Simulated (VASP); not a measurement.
# TiH5 (P6/mmm) in VASP: further runs

Runs on TiH5. Level: PBE. Tasks: single point, relaxation of cell and atoms.

Program: VASP 6.6.1. These are calculated values, not measurements. Logs are shortened: lines on timing, memory, paths and dates and some standing lists are left out, and cuts for length are marked.

### Step 1. The cell of the first run

It takes space group P6/mmm (No. 191, hexagonal). The conventional cell has a = 3.354 Å, b = 3.354 Å, c = 2.925 Å, α = 90.00°, β = 90.00°, γ = 120.00°. Within 2.6 Å of Ti (site symmetry 6/mmm) lie 18 H at 1.94 to 2.23 Å. H (site symmetry -6m2) has 9 H at 1.75 to 1.94 Å and 3 Ti at 1.94 Å within 2.3 Å. H (site symmetry mmm) has 8 H at 1.68 to 1.75 Å and 4 Ti at 2.23 Å within 2.3 Å.

The cell was generated, and may not be a known phase.

### Step 2. Single point, PBE

Contents of INCAR:

```
  PREC = Accurate
  ENCUT = 520
  EDIFF = 1E-6
  ISMEAR = 0
  SIGMA = 0.1
  LREAL = F
  LASPH = T
  NELM = 100
  ALGO = Normal
  ISIF = 2
  LWAVE = F
  LCHARG = T
  GGA = PE
  LELF = T
  LVHAR = T
  NBANDS = 18
```

Contents of KPOINTS:

```
regular mesh
0
Gamma
  12 12 12
```

Contents of POSCAR:

```
TiH5
1.0
    3.3538230210      0.0000000000      0.0000000000
   -1.6769115105      2.9044959360      0.0000000000
    0.0000000000      0.0000000000      2.9251267771
Ti H
1 5
Direct
    0.0000000000      0.0000000000      0.0000000000
    0.3333333333      0.6666666667      0.0000000000
    0.6666666667      0.3333333333      0.0000000000
    0.5000000000      0.0000000000      0.5000000000
    0.5000000000      0.5000000000      0.5000000000
    0.0000000000      0.5000000000      0.5000000000
```

Potentials or basis: VASP PAW PBE potentials, release 64 (Ti_sv, H).

Started as:

```console
$ cat potpaw_PBE.64/Ti_sv/POTCAR potpaw_PBE.64/H/POTCAR > POTCAR
$ mpirun -np 1 vasp_std > vasp.out
```

OUTCAR:

```text
PREC = Accurate
   ENCUT = 520
   EDIFF = 1E-6
   ISMEAR = 0
   LREAL = F
   LASPH = T
   NELM = 100
   ISIF = 2
   GGA = PE

 ion  position               nearest neighbor table
   1  0.000  0.000  0.000-
   2  0.333  0.667  0.000-
   3  0.667  0.333  0.000-
   4  0.500  0.000  0.500-
   5  0.500  0.500  0.500-
   6  0.000  0.500  0.500-

  LATTYP: Found a hexagonal cell.
 ALAT       =     3.3538230210
 C/A-ratio  =     0.8721768438

  Lattice vectors:

 A1 = (   3.3538230210,   0.0000000000,   0.0000000000)
 A2 = (  -1.6769115105,   2.9044959360,   0.0000000000)
 A3 = (   0.0000000000,   0.0000000000,   2.9251267771)

Analysis of symmetry for initial positions (statically):
=====================================================================
 Subroutine PRICEL returns:
 Original cell was already a primitive cell.

 Routine SETGRP: Setting up the symmetry group for a
 hexagonal supercell.

 Subroutine GETGRP returns: Found 24 space group operations
 (whereof 24 operations were pure point group operations)
 out of a pool of 24 trial point group operations.

The static configuration has the point symmetry D_6h.

Analysis of symmetry for dynamics (positions and initial velocities):
=====================================================================
 Subroutine PRICEL returns:
 Original cell was already a primitive cell.

 Routine SETGRP: Setting up the symmetry group for a
 hexagonal supercell.

 Subroutine GETGRP returns: Found 24 space group operations
 (whereof 24 operations were pure point group operations)
 out of a pool of 24 trial point group operations.

The dynamic configuration has the point symmetry D_6h.

 Subroutine INISYM returns: Found 24 space group operations
 (whereof 24 operations are pure point group operations),
 and found     1 'primitive' translations

----------------------------------------------------------------------------------------

                                     Primitive cell

  volume of cell :      28.4941

  direct lattice vectors                    reciprocal lattice vectors
     3.353823021  0.000000000  0.000000000     0.298167194  0.172146910  0.000000000
    -1.676911511  2.904495936  0.000000000     0.000000000  0.344293820  0.000000000
     0.000000000  0.000000000  2.925126777     0.000000000  0.000000000  0.341865525

  length of vectors
     3.353823021  3.353823021  2.925126777     0.344293820  0.344293820  0.341865525

  position of ions in fractional coordinates (direct lattice)
     0.000000000  0.000000000  0.000000000
     0.333333333  0.666666667  0.000000000
     0.666666667  0.333333333  0.000000000
     0.500000000  0.000000000  0.500000000
     0.500000000  0.500000000  0.500000000
     1.000000000  0.500000000  0.500000000

  ion indices of the primitive-cell ions
   primitive index   ion index
                 1           1
                 2           2
                 3           3
                 4           4
                 5           5
                 6           6

----------------------------------------------------------------------------------------

 KPOINTS: regular mesh

Automatic generation of k-mesh.
 Grid dimensions read from file:
 generate k-points for:   12   12   12

 Generating k-lattice:

  Cartesian coordinates                     Fractional coordinates (reciprocal lattice)
     0.024847266  0.014345576  0.000000000     0.083333333 -0.000000000  0.000000000
     0.000000000  0.028691152  0.000000000     0.000000000  0.083333333  0.000000000
     0.000000000  0.000000000  0.028488794     0.000000000  0.000000000  0.083333333

  Length of vectors
     0.028691152  0.028691152  0.028488794

  Shift w.r.t. Gamma in fractional coordinates (k-lattice)
     0.000000000  0.000000000  0.000000000

 Subroutine IBZKPT returns following result:
 ===========================================

 Found    133 irreducible k-points:

 Following reciprocal coordinates:
            Coordinates               Weight
  0.000000  0.000000  0.000000      1.000000
  0.083333 -0.000000  0.000000      6.000000
  0.166667 -0.000000  0.000000      6.000000
  0.250000 -0.000000  0.000000      6.000000
  0.333333  0.000000  0.000000      6.000000
  0.416667 -0.000000  0.000000      6.000000
[... 16 lines left out ...]
  0.250000 -0.000000  0.083333     12.000000
  0.333333  0.000000  0.083333     12.000000
 [... further k-points ...]
   k-points           NKPTS =    133   k-points in BZ     NKDIM =    133   number of bands    NBANDS=     18
   number of dos      NEDOS =    301   number of ions     NIONS =      6
   total plane-waves  NPLWV =  18816
   dimension x,y,z NGX =    28 NGY =   28 NGZ =   24
   dimension x,y,z NGXF=    56 NGYF=   56 NGZF=   48
   ions per type =               1   5
   NGX,Y,Z   is equivalent  to a cutoff of  13.88, 13.88, 13.64 a.u.
   NGXF,Y,Z  is equivalent  to a cutoff of  27.76, 27.76, 27.28 a.u.
 SYSTEM =  unknown system
   PREC   = accura    normal or accurate (medium, high low for compatibility)
   ISTART =      0    job   : 0-new  1-cont  2-samecut
   ICHARG =      2    charge: 1-file 2-atom 10-const
   ISPIN  =      1    spin polarized calculation?
   LNONCOLLINEAR =      F non collinear calculations
   LSORBIT =      F    spin-orbit coupling
   LASPH  =      T    aspherical Exc in radial PAW
   ENCUT  =  520.0 eV  38.22 Ry    6.18 a.u.   6.24  6.24  5.44*2*pi/ulx,y,z
   NELM   =    100;   NELMIN=  2; NELMDL= -5     # of ELM steps
   EDIFF  = 0.1E-05   stopping-criterion for ELM
   LREAL  =      F    real-space projection
   EDIFFG = 0.1E-04   stopping-criterion for IOM
   NSW    =      0    number of steps for IOM
   IBRION =     -1    ionic relax: 0-MD 1-quasi-New 2-CG
   NFREE  =      0    steps in history (QN), initial steepest desc. (CG)
   ISIF   =      2    stress and relaxation
   ISYM   =      2    0-nonsym 1-usesym 2-fastsym
   POTIM  = 0.5000    time-step for ionic-motion
   TEBEG  =    0.0;   TEEND  =   0.0 temperature during run
   PSTRESS=    0.0 pullay stress
   NELECT =      17.0000    total number of electrons
   NUPDOWN=      -1.0000    fix difference up-down
   EMIN   =  10.00;   EMAX   =-10.00  energy-range for DOS
   EFERMI =   0.00;   METHOD = LEGACY
   ISMEAR =     0;   SIGMA  =   0.10  broadening in eV -4-tet -1-fermi 0-gaus
   EFERMI_NEDOS =   21; number of points for ismear=-14 and -15
   IALGO  =     38    algorithm
   IMIX   =      4    mixing-type and parameters
     AMIX     =   0.40;   BMIX     =  1.00
     AMIX_MAG =   1.60;   BMIX_MAG =  1.00
  volume/ion in A,a.u.               =       4.75        32.05
  Fermi-wavevector in a.u.,A,eV,Ry     =   1.378180  2.604383 25.842634  1.899380
  Thomas-Fermi vector in A             =   2.503265
   LORBIT       =      0    0 simple, 1 ext, 2 COOP (PROOUT), +10 PAW based schemes
   GGA     = PE    functional components
   LHFCALC =     F    Hartree Fock is set to
   AEXX    =    0.0000 exact exchange contribution
   IVDW    =     0    specifies the selected vdW correction
   LEPSILON=     F    determine dielectric tensor
   LRPA    =     F    only Hartree local field effects (RPA)
 non-spin polarized calculation
 Gauss-broadening in eV      SIGMA  =   0.10
  energy-cutoff  :      520.00
  volume of cell :       28.49
 maximum number of plane-waves:       803
 NGX is ok and might be reduce to    28
   NGX = 13   NGY = 13   NGZ = 11

 number of electron      17.0000003 magnetization

 Free energy of the ion-electron system (eV)
  ---------------------------------------------------
  ext. energy  EPLUGINS =         0.00000000
  ---------------------------------------------------
  free energy    TOTEN  =       -22.63435559 eV

  energy without entropy =      -22.62915932  energy(sigma->0) =      -22.63175745

 E-fermi :   6.4184     XC(G=0): -11.8178

 val. band max:        6.4160183913   @ k =   0.1667   0.1667   0.2500
 cond. band min:       6.4294936699   @ k =   0.4167  -0.0000   0.0833
 fundamental gap:      0.0134752786
 Fermi energy:         6.4184203544

 k-point     1 :       0.0000    0.0000    0.0000
  band No.  band energies     occupation
      1     -50.4424      2.00000
      2     -26.6738      2.00000
      3     -26.6738      2.00000
      4     -26.4500      2.00000
      5      -6.3089      2.00000
      6       3.4580      2.00000
[... 10 lines left out ...]
     17      16.6071      0.00000
     18      21.8619      0.00000

 k-point     2 :       0.0833   -0.0000    0.0000
  band No.  band energies     occupation
      1     -50.4412      2.00000
      2     -26.6871      2.00000
      3     -26.6765      2.00000
      4     -26.4489      2.00000
      5      -6.1792      2.00000
      6       3.5466      2.00000
[... 10 lines left out ...]
     17      17.1322      0.00000
     18      22.5304      0.00000

 k-point     3 :       0.1667   -0.0000    0.0000
  band No.  band energies     occupation
      1     -50.4378      2.00000
      2     -26.7233      2.00000
      3     -26.6839      2.00000
      4     -26.4461      2.00000
      5      -5.7993      2.00000
      6       2.4335      2.00000
[... 10 lines left out ...]
     17      18.3703      0.00000
     18      23.8606      0.00000

 k-point     4 :       0.2500   -0.0000    0.0000
  band No.  band energies     occupation
      1     -50.4333      2.00000
      2     -26.7723      2.00000
      3     -26.6940      2.00000
      4     -26.4423      2.00000
      5      -5.1954      2.00000
      6       1.1353      2.00000
[... 375 lines left out ...]
      4     -26.4701      2.00000
      5      -5.6800      2.00000
      6       2.5210      2.00000
[... 10 lines left out ...]
     17      18.4954      0.00000
     18      22.9787      0.00000

 k-point    23 :       0.2500   -0.0000    0.0833
  band No.  band energies     occupation
      1     -50.4307      2.00000
      2     -26.7693      2.00000
      3     -26.6915      2.00000
      4     -26.4660      2.00000
      5      -5.0822      2.00000
      6       1.2248      2.00000
[... 10 lines left out ...]
     17      19.9524      0.00000
     18      22.7400      0.00000

 k-point    24 :       0.3333    0.0000    0.0833
  band No.  band energies     occupation
      1     -50.4261      2.00000
      2     -26.8174      2.00000
      3     -26.7015      2.00000
      4     -26.4618      2.00000
      5      -4.3062      2.00000
      6       0.0336      2.00000
[... 10 lines left out ...]
     17      21.4355      0.00000
     18      22.6391      0.00000

 [... further k-points ...]
[... 5 lines left out ...]
  --------------------------------------------------------------------------------------
  -------------------------------------------------------------------------------------
  Total       -0.0421856     -0.0421856     -0.0623628      0.0000000      0.0000000      0.0000000
  in kB       -2.3720250     -2.3720250     -3.5065561      0.0000000      0.0000000      0.0000000
  external PRESSURE =      -2.7502021 kB  Pullay stress =       0.0000000 kB

 VOLUME and BASIS-vectors are now :
 -----------------------------------------------------------------------------
  energy-cutoff  :      520.00
  volume of cell :       28.49
      direct lattice vectors                 reciprocal lattice vectors
     3.353823021  0.000000000  0.000000000     0.298167194  0.172146910  0.000000000
    -1.676911511  2.904495936  0.000000000     0.000000000  0.344293820  0.000000000
     0.000000000  0.000000000  2.925126777     0.000000000  0.000000000  0.341865525

 POSITION                                       TOTAL-FORCE (eV/Angst)
 -----------------------------------------------------------------------------------
      0.00000      0.00000      0.00000         0.000000      0.000000     -0.000000
     -0.00000      1.93633      0.00000        -0.000000      0.000000     -0.000000
      1.67691      0.96817      0.00000         0.000000      0.000000      0.000000
      1.67691      0.00000      1.46256         0.000000      0.000000     -0.000000
      0.83846      1.45225      1.46256         0.000000      0.000000     -0.000000
     -0.83846      1.45225      1.46256         0.000000      0.000000     -0.000000
 -----------------------------------------------------------------------------------
    total drift:                               -0.000000      0.000000     -0.000000

  FREE ENERGIE OF THE ION-ELECTRON SYSTEM (eV)
  ---------------------------------------------------
  free  energy   TOTEN  =       -22.6343555916 eV

  energy  without entropy=      -22.6291593152  energy(sigma->0) =      -22.63175745
```

It took 30 s on 1 thread of Intel Xeon 6975P-C (Granite Rapids), shared host; peak memory 0.19 GiB.

Results:

* Free energy: -22.6344 eV
* Pressure: -0.3 GPa
* Band gap on the k mesh: zero (an odd number of electrons rules out a gap without spin polarisation)

Stress tensor (GPa, compression positive):
```
-0.24  0.00  0.00
 0.00 -0.24  0.00
 0.00  0.00 -0.35
```

(Continued in part 2 of 2.)

The gap in the log of VASP goes by the Fermi energy; the results here count the filled bands.